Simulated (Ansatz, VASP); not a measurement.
# Two plane-wave programs on AlRu

File INCAR:

```
SYSTEM = AlRu
ALGO = Normal
EDIFF = 1E-6
ENCUT = 520
GGA = PE
GGA_COMPAT = .False.
ISIF = 2
ISMEAR = 1
LASPH = .True.
LCHARG = .True.
LMAXMIX = 4
LNONCOLLINEAR = .True.
LORBIT = 11
LORBMOM = .True.
LREAL = .False.
LSORBIT = .True.
LVHAR = .True.
LWAVE = .False.
MAGMOM = 0 0 0 0 0 0
NBANDS = 29
NELM = 150
PREC = Accurate
SIGMA = 0.2
```

KPOINTS

```
k-points
0
Gamma
  7 7 7
  0 0 0
```

File POSCAR:

```
AlRu
1.0
    2.9916000000      0.0000000000      0.0000000000
    0.0000000000      2.9916000000      0.0000000000
    0.0000000000      0.0000000000      2.9916000000
Ru Al
1 1
Direct
    0.5000000000      0.5000000000      0.5000000000
    0.0000000000      0.0000000000      0.0000000000
```

The input input.yaml:

```yaml
crystal:
  lattice:
    - [2.9916, 0.0, 0.0]
    - [0.0, 2.9916, 0.0]
    - [0.0, 0.0, 2.9916]
  atoms:
    - { symbol: Ru, position: [0.5, 0.5, 0.5] }
    - { symbol: Al, position: [0.0, 0.0, 0.0] }
hamiltonian:
  xc: pbe
  pseudopotentials: { kind: paw_fr }
magnetization:
  noncollinear: true
  spin_orbit: true
kpoints:
  mp_grid: { grid: [7, 7, 7] }
scf:
  occupations: { method: methfessel_paxton, width: 0.2 }
output:
  forces: true
  stress: true
  eigenvalues: true
```

Alike in both runs: task single point; functional PBE; k mesh 7 × 7 × 7; occupations methfessel-paxton of order 1, width 0.2 eV; non-collinear spin, spin-orbit coupling.

|  | VASP | Ansatz |
| --- | --- | --- |
| version | VASP 6.6.1 | Ansatz 0.2.0 |
| potentials or method | VASP PAW PBE potentials, release 64 (Ru_pv, Al) | Ansatz PAW |
| plane-wave cutoff (eV) | 520 | 420 |
| valence electrons in the cell | 17 | 19 |

|  | VASP | Ansatz | Ansatz less VASP |
| --- | --- | --- | --- |
| pressure (GPa) | 2.5 | 2.6 | +0.05 |
| net moment per atom (μB) | 0.00 | 0.00 | 0.000 |

The functional is the same, so the differences come from potentials, cutoffs and numerics. VASP's potentials hold 17 valence electrons a cell and Ansatz's 19, so a difference there can come from the potentials and not from the codes.
